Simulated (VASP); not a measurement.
Wanted: the native input for a VASP 6.6.1 run.

```
Task                   : single point
Functional             : PBE
Potentials or basis    : VASP PAW PBE potentials, release 64 (Ge_d)
Cutoff                 : 520 eV
k mesh                 : 6 × 6 × 10
Occupations            : gaussian, width 0.1 eV
Spin                   : no spin polarisation
Dipole correction      : no
Further INCAR settings : ALGO = Normal; EDIFF = 1e-07; NBANDS = 66
```

The structure of Ge lies in POSCAR:

```
Ge
1.0
    3.3380722211     -6.9200543962      0.0000000000
    3.3380722211      6.9200543962      0.0000000000
    0.0000000000      0.0000000000      3.9913225179
Ge
8
Direct
    0.1488735504      0.4842445914      0.0000000000
    0.8511264496      0.5157554086      0.0000000000
    0.5157554086      0.8511264496      0.0000000000
    0.4842445914      0.1488735504      0.0000000000
    0.9035361060      0.7255285941      0.5000000000
    0.0964638940      0.2744714059      0.5000000000
    0.2744714059      0.0964638940      0.5000000000
    0.7255285941      0.9035361060      0.5000000000
```

These files were run (other wordings do the same):

INCAR

```
ALGO = Normal
EDIFF = 1E-7
ENCUT = 520
GGA = PE
ISIF = 2
ISMEAR = 0
LASPH = True
LCHARG = False
LREAL = False
LWAVE = False
NBANDS = 66
NELM = 80
PREC = Accurate
SIGMA = 0.1
```

KPOINTS

```
k-points
0
Gamma
  6 6 10
```

Potentials or basis: VASP PAW PBE potentials, release 64 (Ge_d).

Launch:

```console
$ cat potpaw_PBE.64/Ge_d/POTCAR > POTCAR
$ mpirun -np 1 vasp_std > vasp.out
```

It gave:

```json
{
 "Pressure": "4.0 GPa",
 "Largest force": "0.003 eV/Å",
 "Band gap on the k mesh": "0.06 eV"
}
```

Caveat: the cell stands under pressure.

Wall time 34 min on 1 thread of Oxide Virtual Turin-like Processor, with other jobs on the host, peak memory 0.68 GiB.
